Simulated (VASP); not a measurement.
The system is Cr.

```xyz
2
Lattice="2.9689 0.0000 0.0000 0.0000 2.9689 0.0000 0.0000 0.0000 2.9689" Properties=species:S:1:pos:R:3 pbc="T T T"
Cr    0.0000    0.0000    0.0000
Cr    1.4844    1.4844    1.4844
```

Base run:

| Quantity | Value |
| --- | --- |
| Program | VASP 6.6.1 |
| Functional | PBE |
| Potentials or basis | VASP PAW PBE potentials, release 64 (Cr_pv) |
| Cutoff | 520 eV |
| k mesh | 11 × 11 × 11 |
| Occupations | fermi-dirac, width 0.05 eV |
| Spin | collinear spin, ferrimagnetic start |
| Starting moments | [-1.4, 2.0] μB |
| Fixed moment | 0.6 μB |

Its results: pressure -16.9 GPa; site moments Cr -1.14, +1.67 μB.

Question: After a change of settings the same cell gave: pressure -14.2 GPa; site moments Cr +1.11, +1.12 μB. Which change was it?
A. fixed moment from 0.6 μB to 1 μB; moments at the start from [-1.4, 2.0] to [-1.2, 2.2]
B. fixed moment from 0.6 μB to 2.4 μB; moments at the start from [-1.4, 2.0] to [-0.5, 2.9]
C. fixed moment from 0.6 μB to 0.1 μB; moments at the start from [-1.4, 2.0] to [-1.65, 1.75]

Answer: B.

Caveats: the cell stands under tension; the total moment is fixed, so each spin has its own Fermi level.
